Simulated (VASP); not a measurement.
# NaAg3 (Pmm2) in VASP: further runs

NaAg3 is run at these levels: LDA; tasks: single point.

Program: VASP 6.6.1. These are calculated values, not measurements. Logs are shortened: lines on timing, memory, paths and dates and some standing lists are left out, and cuts for length are marked.

## 1. The cell of the first run

It takes space group Pmm2 (No. 25, orthorhombic). Conventional cell: a = 4.244 Å, b = 4.244 Å, c = 4.244 Å, α = 90.00°, β = 90.00°, γ = 90.00°. Within 3.8 Å of Na (site symmetry mm2) lie 12 Ag at 2.87 to 3.14 Å. Ag (site symmetry mm2) has 4 Na at 2.87 to 3.14 Å and 8 Ag at 2.87 to 3.14 Å within 3.8 Å. Ag (site symmetry mm2) has 4 Na at 3.00 Å and 8 Ag at 3.00 to 3.01 Å within 4.0 Å. Within 3.8 Å of Ag (site symmetry mm2) lie 8 Ag at 2.87 to 3.14 Å and 4 Na at 3.00 Å.

## 2. Single point, LDA

INCAR reads:

```
ALGO     = Normal         # electronic algorithm
EDIFF    = 1E-7           # SCF threshold, eV
ENCUT    = 520            # plane-wave cutoff, eV
ISIF     = 2              # what is computed and relaxed
ISMEAR   = -1             # smearing method
LASPH    = T              # aspherical terms in the spheres
LCHARG   = T              # write CHGCAR
LELF     = T              # ELF
LREAL    = F              # projectors in reciprocal space
LVHAR    = T            
LWAVE    = F              # write WAVECAR
NBANDS   = 28             # bands
NELM     = 100            # most SCF steps
PREC     = Accurate       # precision mode
SIGMA    = 0.01           # smearing width, eV
```

KPOINTS reads:

```
k-points
0
Gamma
  4 4 4
```

POSCAR reads:

```
NaAg3
1.0
    4.2441940000      0.0000000000      0.0000000000
    0.0000000000      4.2441940000      0.0000000000
    0.0000000000      0.0000000000      4.2441940000
Na Ag
1 3
Direct
    0.0000000000      0.0000000000      0.0000000000
    0.0000000000      0.5000000000      0.5450000000
    0.5000000000      0.0000000000      0.5000000000
    0.5000000000      0.5000000000      0.0000000000
```

Potentials or basis: VASP PAW LDA potentials, release 64 (Na_pv, Ag).

Started as:

```console
> cat potpaw_LDA.64/Na_pv/POTCAR potpaw_LDA.64/Ag/POTCAR > POTCAR
> mpirun -np 1 vasp_std > vasp.out
```

OUTCAR:

```text
EDIFF = 1E-7
   ENCUT = 520
   ISIF = 2
   ISMEAR = -1
   LASPH = T
   LREAL = F
   NELM = 100
   PREC = Accurate

 ion  position               nearest neighbor table
   1  0.000  0.000  0.000-   2 2.87   2 2.87   4 3.00   3 3.00   3 3.00   4 3.00   3 3.00   4 3.00
                             3 3.00   4 3.00   2 3.14   2 3.14
   2  0.000  0.500  0.545-   1 2.87   4 2.87   1 2.87   4 2.87   3 3.01   3 3.01   3 3.01   3 3.01
                             1 3.14   4 3.14   4 3.14   1 3.14
   3  0.500  0.000  0.500-   1 3.00   4 3.00   1 3.00   4 3.00   4 3.00   4 3.00   1 3.00   1 3.00
                             2 3.01   2 3.01   2 3.01   2 3.01
   4  0.500  0.500  0.000-   2 2.87   2 2.87   3 3.00   3 3.00   1 3.00   3 3.00   3 3.00   1 3.00
                             1 3.00   1 3.00   2 3.14   2 3.14

  LATTYP: Found a simple cubic cell.
 ALAT       =     4.2441940000

  Lattice vectors:

 A1 = (   4.2441940000,   0.0000000000,   0.0000000000)
 A2 = (   0.0000000000,   4.2441940000,   0.0000000000)
 A3 = (   0.0000000000,   0.0000000000,   4.2441940000)

Analysis of symmetry for initial positions (statically):
=====================================================================
 Subroutine PRICEL returns:
 Original cell was already a primitive cell.

 Routine SETGRP: Setting up the symmetry group for a
 simple cubic supercell.

 Subroutine GETGRP returns: Found  4 space group operations
 (whereof  4 operations were pure point group operations)
 out of a pool of 48 trial point group operations.

The static configuration has the point symmetry C_2v.

Analysis of symmetry for dynamics (positions and initial velocities):
=====================================================================
 Subroutine PRICEL returns:
 Original cell was already a primitive cell.

 Routine SETGRP: Setting up the symmetry group for a
 simple cubic supercell.

 Subroutine GETGRP returns: Found  4 space group operations
 (whereof  4 operations were pure point group operations)
 out of a pool of 48 trial point group operations.

The dynamic configuration has the point symmetry C_2v.

 Subroutine INISYM returns: Found  4 space group operations
 (whereof  4 operations are pure point group operations),
 and found     1 'primitive' translations

----------------------------------------------------------------------------------------
[... 94 lines left out ...]
   LASPH  =      T    aspherical Exc in radial PAW
   ENCUT  =  520.0 eV  38.22 Ry    6.18 a.u.   7.89  7.89  7.89*2*pi/ulx,y,z
   NELM   =    100;   NELMIN=  2; NELMDL= -5     # of ELM steps
   EDIFF  = 0.1E-06   stopping-criterion for ELM
   LREAL  =      F    real-space projection
   EDIFFG = 0.1E-05   stopping-criterion for IOM
   NSW    =      0    number of steps for IOM
   IBRION =     -1    ionic relax: 0-MD 1-quasi-New 2-CG
   NFREE  =      0    steps in history (QN), initial steepest desc. (CG)
   ISIF   =      2    stress and relaxation
   ISYM   =      2    0-nonsym 1-usesym 2-fastsym
   POTIM  = 0.5000    time-step for ionic-motion
   TEBEG  =    0.0;   TEEND  =   0.0 temperature during run
   PSTRESS=    0.0 pullay stress
   NELECT =      40.0000    total number of electrons
   NUPDOWN=      -1.0000    fix difference up-down
   EMIN   =  10.00;   EMAX   =-10.00  energy-range for DOS
   EFERMI =   0.00;   METHOD = LEGACY
   ISMEAR =    -1;   SIGMA  =   0.01  broadening in eV -4-tet -1-fermi 0-gaus
   EFERMI_NEDOS =   21; number of points for ismear=-14 and -15
   IALGO  =     38    algorithm
   IMIX   =      4    mixing-type and parameters
     AMIX     =   0.40;   BMIX     =  1.00
     AMIX_MAG =   1.60;   BMIX_MAG =  1.00
  volume/ion in A,a.u.               =      19.11       128.98
  Fermi-wavevector in a.u.,A,eV,Ry     =   1.319166  2.492863 23.676860  1.740200
  Thomas-Fermi vector in A             =   2.449084
   LORBIT       =      0    0 simple, 1 ext, 2 COOP (PROOUT), +10 PAW based schemes
   GGA     = CA    functional components
   LHFCALC =     F    Hartree Fock is set to
   AEXX    =    0.0000 exact exchange contribution
   IVDW    =     0    specifies the selected vdW correction
   LEPSILON=     F    determine dielectric tensor
   LRPA    =     F    only Hartree local field effects (RPA)
 non-spin polarized calculation
  energy-cutoff  :      520.00
  volume of cell :       76.45
 maximum number of plane-waves:      2103
   NGX = 15   NGY = 15   NGZ = 15

 number of electron      39.9999985 magnetization

 Free energy of the ion-electron system (eV)
  ---------------------------------------------------
  ext. energy  EPLUGINS =         0.00000000
  ---------------------------------------------------
  free energy    TOTEN  =       -12.20598773 eV

  energy without entropy =      -12.20269415  energy(sigma->0) =      -12.20434094

 E-fermi :   5.5902     XC(G=0): -11.1734

 val. band max:        5.5861985284   @ k =   0.2500   0.2500   0.0000
 cond. band min:       5.5988809755   @ k =   0.5000   0.5000   0.2500
 fundamental gap:      0.0126824471
 Fermi energy:         5.5902239808

 k-point     1 :       0.0000    0.0000    0.0000
  band No.  band energies     occupation
      1     -17.9659      2.00000
      2     -17.9654      2.00000
      3     -17.9629      2.00000
      4      -1.0886      2.00000
      5      -0.1956      2.00000
      6       0.0441      2.00000
[... 733 lines left out ...]
     27      18.1450      0.00000
     28      18.1908      0.00000

 [... further k-points ...]

------------------------ aborting loop because EDIFF is reached ----------------------------------------

  FORCE on cell =-STRESS in cart. coord.  units (eV):
  Direction    XX          YY          ZZ          XY          YZ          ZX
  --------------------------------------------------------------------------------------
  -------------------------------------------------------------------------------------
  Total       -3.4465922     -3.3445797     -3.2488769      0.0000000      0.0000000      0.0000000
  in kB      -72.2295319    -70.0916764    -68.0860529      0.0000000      0.0000000      0.0000000
  external PRESSURE =     -70.1357537 kB  Pullay stress =       0.0000000 kB

 VOLUME and BASIS-vectors are now :
 -----------------------------------------------------------------------------
  energy-cutoff  :      520.00
  volume of cell :       76.45
      direct lattice vectors                 reciprocal lattice vectors
     4.244194000  0.000000000  0.000000000     0.235615997  0.000000000  0.000000000
     0.000000000  4.244194000  0.000000000     0.000000000  0.235615997  0.000000000
     0.000000000  0.000000000  4.244194000     0.000000000  0.000000000  0.235615997

 POSITION                                       TOTAL-FORCE (eV/Angst)
 -----------------------------------------------------------------------------------
      0.00000      0.00000      0.00000         0.000000      0.000000      0.275256
      0.00000      2.12210      2.31309         0.000000      0.000000     -0.505127
      2.12210      0.00000      2.12210         0.000000      0.000000      0.074729
      2.12210      2.12210      0.00000         0.000000      0.000000      0.155143
 -----------------------------------------------------------------------------------
    total drift:                                0.000000     -0.000000     -0.000108

  FREE ENERGIE OF THE ION-ELECTRON SYSTEM (eV)
  ---------------------------------------------------
  free  energy   TOTEN  =       -12.2059877309 eV

  energy  without entropy=      -12.2026941470  energy(sigma->0) =      -12.20434094
```

Wall time 46 s (1 thread of Intel Xeon Platinum 8375C at 2.90GHz (Ice Lake), shared host); peak memory 0.18 GiB.

Results:

| Item | Value |
| --- | --- |
| Free energy | -12.2060 eV |
| Pressure | -7.0 GPa |
| Largest force | 0.505 eV/Å |
| Band gap on the k mesh | zero (bands 20 and 21 overlap by 2.57 eV) |

Forces on the atoms (eV/Å):
```
Na   0.000  0.000  0.275
Ag   0.000  0.000 -0.505
Ag   0.000  0.000  0.075
Ag   0.000  0.000  0.155
```

Stress tensor (GPa, compression positive):
```
-7.22  0.00  0.00
 0.00 -7.01  0.00
 0.00  0.00 -6.81
```

Levels at points of the mesh, in eV from the Fermi level:
```
           k point  band 16  band 17  band 18  band 19  band 20  band 21  band 22  band 23  band 24  band 25
(0.00, 0.00, 0.00)    -3.28    -3.05    -3.03    -3.02     1.94     1.94     1.98     4.58     4.64     7.79
(0.50, 0.00, 0.00)    -3.80    -3.62    -3.51    -3.37    -3.02     4.29     4.38     5.45     5.98     6.16
(0.00, 0.50, 0.00)    -3.85    -3.65    -3.52    -3.40    -3.02     4.38     4.42     5.71     5.91     6.16
(0.00, 0.00, 0.50)    -3.89    -3.60    -3.59    -3.32    -3.04     4.37     4.37     5.77     5.93     6.17
(0.50, 0.50, 0.00)    -4.05    -3.87    -3.82    -2.25    -0.64    -0.63    -0.24     6.84     6.90     7.75
(0.00, 0.50, 0.50)    -4.06    -3.84    -3.73    -2.23    -0.65    -0.61    -0.22     6.77     6.87     7.87
(0.50, 0.00, 0.50)    -4.13    -3.82    -3.82    -2.26    -0.64    -0.62    -0.24     6.87     6.88     7.91
(0.50, 0.50, 0.50)    -3.25    -3.22    -3.21    -0.32     0.27     0.31     0.32     1.88     1.89     1.92
```

Caveat: the k points lie up to 0.37 Å⁻¹ apart, too coarse for converged energies and pressures of a metal.

## 3. Single point, LDA

INCAR reads:

```
PREC     = Accurate       # precision mode
ENCUT    = 520            # plane-wave cutoff, eV
EDIFF    = 1E-7           # SCF threshold, eV
ISMEAR   = -1             # smearing method
SIGMA    = 0.01           # smearing width, eV
LREAL    = F              # projectors in reciprocal space
LASPH    = T              # aspherical terms in the spheres
NELM     = 80             # most SCF steps
ALGO     = Normal         # electronic algorithm
ISIF     = 2              # what is computed and relaxed
LWAVE    = F              # write WAVECAR
LCHARG   = F              # write CHGCAR
GGA      = CA             # functional
NBANDS   = 28             # bands
```

KPOINTS reads:

```
regular mesh
0
Gamma
  4 4 4
```

Changes to POSCAR since step 2:

```diff
@@ -9,3 +9,3 @@
     0.0000000000      0.0000000000      0.0000000000
-    0.0000000000      0.5000000000      0.5450000000
+    0.0000000000      0.5000000000      0.5600000000
     0.5000000000      0.0000000000      0.5000000000
```

Potentials or basis: VASP PAW LDA potentials, release 64 (Na_pv, Ag).

Started as:

```console
> cat potpaw_LDA.64/Na_pv/POTCAR potpaw_LDA.64/Ag/POTCAR > POTCAR
> mpirun -np 1 vasp_std > vasp.out
```

Wall time 45 s (1 thread of Intel Xeon Platinum 8375C at 2.90GHz (Ice Lake), shared host); peak memory 0.18 GiB.

Results (log left out):

```
Free energy            : -12.1681 eV
Pressure               : -6.6 GPa
Largest force          : 0.686 eV/Å
Band gap on the k mesh : zero (bands 20 and 21 overlap by 2.58 eV)
```

Forces on the atoms (eV/Å):
```
Na   0.000  0.000  0.371
Ag   0.000  0.000 -0.686
Ag   0.000  0.000  0.100
Ag   0.000  0.000  0.215
```

Stress tensor (GPa, compression positive):
```
-6.93  0.00  0.00
 0.00 -6.57  0.00
 0.00  0.00 -6.26
```

Levels at points of the mesh, in eV from the Fermi level:
```
           k point  band 16  band 17  band 18  band 19  band 20  band 21  band 22  band 23  band 24  band 25
(0.00, 0.00, 0.00)    -3.30    -3.08    -3.04    -3.02     1.94     1.94     2.02     4.54     4.64     7.75
(0.50, 0.00, 0.00)    -3.78    -3.60    -3.50    -3.34    -3.01     4.23     4.38     5.29     6.01     6.16
(0.00, 0.50, 0.00)    -3.85    -3.66    -3.52    -3.40    -3.03     4.38     4.45     5.66     5.89     6.15
(0.00, 0.00, 0.50)    -3.91    -3.64    -3.56    -3.27    -3.06     4.37     4.37     5.77     5.93     6.17
(0.50, 0.50, 0.00)    -4.00    -3.90    -3.80    -2.24    -0.65    -0.64    -0.24     6.81     6.91     7.67
(0.00, 0.50, 0.50)    -4.01    -3.85    -3.66    -2.21    -0.68    -0.61    -0.21     6.69     6.85     7.84
(0.50, 0.00, 0.50)    -4.14    -3.81    -3.80    -2.26    -0.67    -0.63    -0.23     6.86     6.88     7.91
(0.50, 0.50, 0.50)    -3.27    -3.23    -3.21    -0.31     0.24     0.32     0.33     1.86     1.89     1.94
```

Caveat: the k points lie up to 0.37 Å⁻¹ apart, too coarse for converged energies and pressures of a metal.
